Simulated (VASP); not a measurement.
Wanted: the native input for a VASP 6.6.1 run.

```
Task                   : single point
Functional             : PBE
Potentials or basis    : VASP PAW PBE potentials, release 64 (Si)
Cutoff                 : 500 eV
k mesh                 : 4 × 4 × 4
Occupations            : gaussian, width 0.01 eV
Spin                   : no spin polarisation
Dipole correction      : no
Further INCAR settings : ALGO = Normal; EDIFF = 1e-06; NBANDS = 11
```

The structure of Si lies in POSCAR:

```
Si
1.0
    0.0000000000      2.6600660800      2.6600660800
    2.6600660800      0.0000000000      2.6600660800
    2.6600660800      2.6600660800      0.0000000000
Si
2
Direct
    0.0000000000      0.0000000000      0.0000000000
    0.2500000000      0.2500000000      0.2500000000
```

These files were run (other wordings do the same):

INCAR

```
SYSTEM = Si
PREC = Accurate ; ENCUT = 500
EDIFF = 1E-6 ; ISMEAR = 0
SIGMA = 0.01 ; LREAL = .False.
LASPH = .True. ; NELM = 120
ALGO = Normal ; ISIF = 2
LWAVE = .False. ; LCHARG = .True.
GGA = PE ; LELF = .True.
LVHAR = .True. ; NBANDS = 11
GGA_COMPAT = .False.
```

KPOINTS

```
regular mesh
0
Gamma
  4 4 4
  0 0 0
```

Potentials or basis: VASP PAW PBE potentials, release 64 (Si).

Run with:

```bash
$ cat potpaw_PBE.64/Si/POTCAR > POTCAR
$ mpirun -np 1 vasp_std > vasp.out
```

Results of the run:

* Pressure: 9.6 GPa
* Band gap on the k mesh: 0.56 eV, indirect (least direct gap 2.57 eV)

Caveat: the k points lie up to 0.51 Å⁻¹ apart.

Wall time 8.5 s on 1 thread of Intel Xeon 8259CL (shared host), peak memory 0.14 GiB.
